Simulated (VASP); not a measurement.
Input of a VASP 6.6.1 run:

File INCAR:

```
SYSTEM = C
PREC     = Accurate       ! precision mode
ENCUT    = 520            ! plane-wave cutoff, eV
EDIFF    = 1E-6           ! SCF threshold, eV
ISMEAR   = 0              ! smearing method
SIGMA    = 0.15           ! smearing width, eV
LREAL    = .False.        ! projectors in reciprocal space
LASPH    = .True.         ! aspherical terms in the spheres
NELM     = 60             ! most SCF steps
ALGO     = Normal         ! electronic algorithm
ISIF     = 2              ! what is computed and relaxed
LWAVE    = .False.        ! write WAVECAR
LCHARG   = .True.         ! write CHGCAR
GGA      = PS             ! functional
IVDW     = 12             ! dispersion correction
LELF     = .True.         ! ELF
LVHAR    = .True.       
NBANDS   = 16             ! bands
```

The input KPOINTS:

```
Automatic mesh
0
Gamma
  21 21 8
  0 0 0
```

POSCAR

```
C
1.0
    2.4380059557      0.0000000000      0.0000000000
   -1.2190029779      2.1113750922      0.0000000000
    0.0000000000      0.0000000000      6.8490901314
C
4
Direct
    0.0000000000      0.0000000000      0.0025000000
    0.0000000000      0.0000000000      0.5025000000
    0.3333333333      0.6666666667      0.0025000000
    0.6666666667      0.3333333333      0.5025000000
```

Potentials or basis: VASP PAW PBE potentials, release 64 (C).

Run with:

```sh
$ cat potpaw_PBE.64/C/POTCAR > POTCAR
$ mpirun -np 1 vasp_std > vasp.out
```

Q: Predict the band gap on the k mesh.

A: Zero (bands 8 and 9 overlap by 0.02 eV).

Q: Predict the dispersion energy per atom.

A: -0.108 eV.

Q: Predict the pressure.

A: 7.7 GPa.

Stress tensor (GPa, compression positive):
```
12.26  0.00  0.00
 0.00 12.26  0.00
 0.00  0.00 -1.28
```

Caveat: the cell stands under pressure; the PAW data sets were made with another functional, which shifts forces and pressure a little.
